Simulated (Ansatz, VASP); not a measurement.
**Two plane-wave programs on NaPbF3**

Contents of POSCAR:

```
NaPbF3
1.0
    4.6720422030      0.0000000000      0.0000000000
    0.0000000000      4.6720422030      0.0000000000
    0.0000000000      0.0000000000      4.7987620335
Na Pb F
1 1 3
Direct
    0.0000000000      0.0000000000      0.0000000000
    0.5000000000      0.5000000000      0.5000000000
    0.5000000000      0.5000000000      0.0000000000
    0.5000000000      0.0000000000      0.5000000000
    0.0000000000      0.5000000000      0.5000000000
```

File INCAR.step1:

```
SYSTEM = NaPbF3
PREC = Accurate
ENCUT = 520
ISMEAR = 0
SIGMA = 0.01
LREAL = .False.
LASPH = .True.
NELM = 80
NBANDS = 29
GGA = PE
ALGO = Normal
EDIFF = 1E-4
LWAVE = .True.
LCHARG = .False.
```

File INCAR.step2:

```
SYSTEM = NaPbF3
PREC = Accurate
ENCUT = 520
EDIFF = 1E-6
ISMEAR = 0
SIGMA = 0.01
LREAL = .False.
LASPH = .True.
NELM = 80
ALGO = Normal
ISIF = 2
LWAVE = .False.
LCHARG = .True.
METAGGA = R2SCAN
LMIXTAU = .True.
LELF = .True.
LVHAR = .True.
NBANDS = 29
ISTART = 1
```

The input KPOINTS:

```
regular mesh
0
Gamma
  6 6 6
  0 0 0
```

Input for Ansatz:

```yaml
crystal:
  lattice:
    - [4.672042203, 0.0, 0.0]
    - [0.0, 4.672042203, 0.0]
    - [0.0, 0.0, 4.7987620335]
  atoms:
    - { symbol: Na, position: [0.0, 0.0, 0.0] }
    - { symbol: Pb, position: [0.5, 0.5, 0.5] }
    - { symbol: F, position: [0.5, 0.5, 0.0] }
    - { symbol: F, position: [0.5, 0.0, 0.5] }
    - { symbol: F, position: [0.0, 0.5, 0.5] }
kpoints:
  mp_grid: { grid: [6, 6, 6] }
  band_path:
    path: [[0.0, 0.0, 0.0], [0.0, 0.5, 0.0], [0.5, 0.5, 0.0], [0.5, 0.5, 0.5]]
    npoints: 1
hamiltonian:
  xc: r2scan
scf:
  occupations: { method: fixed }
  n_extra_bands: 5
output:
  forces: true
  stress: true
  eigenvalues: true
```

Change from the starting cell: epitaxial_xy strain -2.0%.

Alike in both runs: task single point; functional r2SCAN; k mesh 6 × 6 × 6; no spin polarisation.

|  | VASP | Ansatz |
| --- | --- | --- |
| version | VASP 6.6.1 | Ansatz 0.2.0 |
| potentials or method | VASP PAW PBE potentials, release 64 (Na_pv, Pb_d, F) | plane waves, PAW |
| plane-wave cutoff (eV) | 520 | 500 |
| occupations | gaussian, width 0.01 eV | fixed |
| valence electrons in the cell | 42 | 44 |

```tsv
	VASP	Ansatz	Ansatz less VASP
gap on the k mesh at the Fermi level (eV)	2.13	2.12	-0.014
pressure (GPa)	1.7	1.7	0.00
traceless stress, the component that is largest in VASP (GPa)	-1.72	-1.66	+0.063
```

VASP's potentials were made for PBE, not for r2SCAN. VASP's potentials hold 42 valence electrons a cell and Ansatz's 44, so a difference there can come from the potentials and not from the codes.

Spin-orbit coupling is off throughout.
